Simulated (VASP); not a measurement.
Write the native input for VASP 6.6.1 that does the following.

```yaml
Task: relaxation of cell and atoms
Functional: PBE
Potentials_or_basis: VASP PAW PBE potentials, release 64 (Cd, H)
Cutoff: 600 eV
k_mesh: 4 × 4 × 4
Occupations: gaussian, width 0.1 eV
Spin: no spin polarisation
Dipole_correction: no
Further_INCAR_settings: ALGO = Normal; EDIFF = 1e-06; IBRION = 2; EDIFFG = -0.0325; NSW = 90; ISIF = 3
```

The structure of Cd8H lies in POSCAR:

```
Cd8H
1.0
    0.0000000000      4.4999041710      4.4999041710
    4.4999041710      0.0000000000      4.4999041710
    4.4999041710      4.4999041710      0.0000000000
Cd H
8 1
Direct
    0.0000000000      0.0000000000      0.0000000000
    0.0000000000      0.0000000000      0.5000000000
    0.0000000000      0.5000000000      0.0000000000
    0.0000000000      0.5000000000      0.5000000000
    0.5000000000      0.0000000000      0.0000000000
    0.5000000000      0.0000000000      0.5000000000
    0.5000000000      0.5000000000      0.0000000000
    0.5000000000      0.5000000000      0.5000000000
    0.2500000000      0.2500000000      0.2500000000
```

These files were run (other wordings do the same):

INCAR

```
SYSTEM = Cd8H
PREC = Accurate
ENCUT = 600
EDIFF = 1E-6
ISMEAR = 0
SIGMA = 0.1
LREAL = .FALSE.
LASPH = .TRUE.
NELM = 60
ALGO = Normal
ISIF = 3
LWAVE = .FALSE.
LCHARG = .FALSE.
GGA = PE
IBRION = 2
NSW = 90
EDIFFG = -0.0325
```

KPOINTS

```
Automatic mesh
0
G
  4 4 4
  0 0 0
```

Potentials or basis: VASP PAW PBE potentials, release 64 (Cd, H).

Run with:

```console
$ cat potpaw_PBE.64/Cd/POTCAR potpaw_PBE.64/H/POTCAR > POTCAR
$ mpirun -np 1 vasp_std > vasp.out
```

It gave:

```yaml
Relaxed_volume: 20.94 Å³/atom
Relaxed_cell: a = 6.436 Å, b = 6.436 Å, c = 6.436 Å, α = 60.00°, β = 60.00°, γ = 60.00°
Space_group_after_relaxing_to_0.05_Å: Fm-3m (No. 225)
Energy_gained_by_relaxing: 6.5 meV/atom
Ionic_steps: 5
Pressure_after_relaxing: 0.0 GPa
```

Wall time 3.4 min on 1 thread of Intel(R) Xeon(R) 6975P-C (Granite Rapids) (shared host), peak memory 0.45 GiB.
